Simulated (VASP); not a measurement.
# CaPH5O6: single point with LDA

Crystal: CaPH5O6.

```xyz
26
Lattice="3.2004 -7.6467 0.0000 3.2004 7.6467 0.0000 -2.8169 0.0000 5.1424" Properties=species:S:1:pos:R:3 pbc="T T T"
Ca    2.6970   -2.6622    3.7906
Ca    4.1095    2.5767    1.4802
H     3.0793   -3.0087    0.4961
H     1.6486    2.5007    3.3255
H     3.0891    7.4191    0.6541
H     1.3626   -7.4007    3.0297
H     2.6902    6.1285    1.5260
H     1.2552   -6.2473    4.0641
H     1.9173    0.2148    2.6999
H     3.3191   -0.4799    0.2155
H     1.2871   -1.0596    1.7946
H    -0.0711    0.6379    4.6594
P    -0.6850   -2.7803    3.6798
P     0.9291    2.5435    1.1320
O     0.0348   -2.1710    4.9245
O     1.6224    1.8845    2.4535
O     0.4756   -3.2469    2.7790
O     2.0412    3.2281    0.4053
O     1.5999    5.9615    3.0503
O     3.4358   -6.2620    0.4839
O     1.7077    3.7674    4.3704
O     3.1418   -4.0287    1.6521
O     3.0827    6.4243    0.6730
O     1.5031   -6.4444    3.1720
O     1.8336   -0.7660    2.6064
O     0.5966    0.5492    5.3517
```

```json
{"Program": "VASP 6.6.1", "Task": "single point", "Functional": "LDA", "Potentials or basis": "VASP PAW LDA potentials, release 64 (Ca_sv, H, P, O)", "Cutoff": "520 eV", "k mesh": "2 × 2 × 2", "Occupations": "fermi-dirac, width 0.05 eV", "Spin": "no spin polarisation"}
```

```json
{
 "Pressure": "-4.0 GPa",
 "Largest force": "2.903 eV/Å",
 "Band gap on the k mesh": "4.98 eV (least direct gap 4.99 eV)"
}
```

Forces on the atoms (eV/Å):
```
Ca   0.078  0.327  0.026
Ca  -0.184  0.128 -1.147
H   -0.644  1.408 -0.283
H   -0.176 -0.208 -0.930
H   -0.030  0.505 -0.087
H    0.077 -0.984  0.016
H   -0.687  0.042  0.368
H   -1.089  0.303  2.674
H   -0.422  0.234 -0.515
H    0.614  0.858  0.561
H    0.494  0.751  0.627
H   -0.599  1.044 -0.900
P   -0.046  1.267 -0.266
P   -0.013 -0.290  2.420
O    1.774 -0.315  2.129
O    0.248  1.072  0.817
O   -0.535 -0.416  0.123
O    0.662  0.392 -1.249
O    0.975 -1.487  0.391
O   -0.336  0.173 -0.629
O   -0.925 -1.168 -1.070
O   -0.608  0.195 -0.264
O    0.230 -0.669 -0.594
O    0.975 -0.043 -2.532
O    0.049 -1.482 -0.040
O    0.118 -1.637  0.355
```

Stress tensor (GPa, compression positive):
```
-3.04  1.58 -1.05
 1.58 -6.11  1.33
-1.05  1.33 -2.86
```

Levels at points of the mesh, in eV from the valence-band top:
```csv
k point,band 54,band 55,band 56,band 57,band 58,band 59
"(0.00, 0.00, 0.00)",-0.18,-0.08,-0.01,4.98,6.68,7.12
"(0.50, 0.00, 0.00)",-0.21,-0.20,0.00,6.58,6.81,6.93
"(0.00, 0.50, 0.00)",-0.22,-0.13,-0.01,6.48,6.84,6.92
"(0.50, 0.50, 0.00)",-0.19,-0.08,0.00,6.04,6.05,6.75
"(0.00, 0.00, 0.50)",-0.31,-0.26,-0.15,6.62,6.83,6.99
"(0.50, 0.00, 0.50)",-0.34,-0.26,-0.14,6.62,6.70,6.99
"(0.00, 0.50, 0.50)",-0.37,-0.23,-0.14,6.50,6.78,6.98
"(0.50, 0.50, 0.50)",-0.26,-0.23,-0.14,6.80,6.92,7.02
```

Run time: 4.5 min on 1 thread of Intel(R) Xeon(R) 6975P-C (Granite Rapids), with other jobs on the host, peak memory 0.41 GiB.

Caveat: the k points lie up to 0.61 Å⁻¹ apart; the atoms stand as in a frame of molecular dynamics; forces of over 1 eV/Å act on the atoms, so gaps and moduli don't describe the material at rest.
